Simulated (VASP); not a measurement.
Runs of VASP 6.6.1 on MoS2. Symmetry: P-3m1, No. 164, trigonal system. The conventional cell has a = 3.227 Å, b = 3.227 Å, c = 6.312 Å, α = 90.00°, β = 90.00°, γ = 120.00°. Mo (site symmetry -3m) has 6 S at 2.42 Å within 3.2 Å. Within 3.2 Å of S (site symmetry 3m) lie 3 Mo at 2.42 Å. 

| smearing | gap on the mesh (eV) | pressure (GPa) | largest force (eV/Å) |
| --- | --- | --- | --- |
| methfessel-paxton 0.2 eV | none | -3.4 | 0.01 |
| methfessel-paxton 0.3 eV | none | -3.4 | 0.01 |
| methfessel-paxton 0.05 eV | none | -3.4 | 0.04 |
| methfessel-paxton 0.1 eV | none | -3.4 | (a) |

Alike in all rows: task single point; level PBEsol; potentials or basis VASP PAW PBE potentials, release 64 (Mo_sv, S); no spin polarisation; cell as given; k mesh 11 × 11 × 5; cutoff (eV) 520.

Question: Fill in the values left out.

Answer: (a) 0.03.

Caveats: the PAW data sets were made with another functional, which shifts forces and pressure a little; this functional lacks dispersion, which binds the layers, so the pressure and a relaxed spacing across them are unreliable.

A k mesh can miss the band edges, and the runs leave out spin-orbit coupling on Mo.

A gap of «none» marks levels without a gap at the run's occupations.
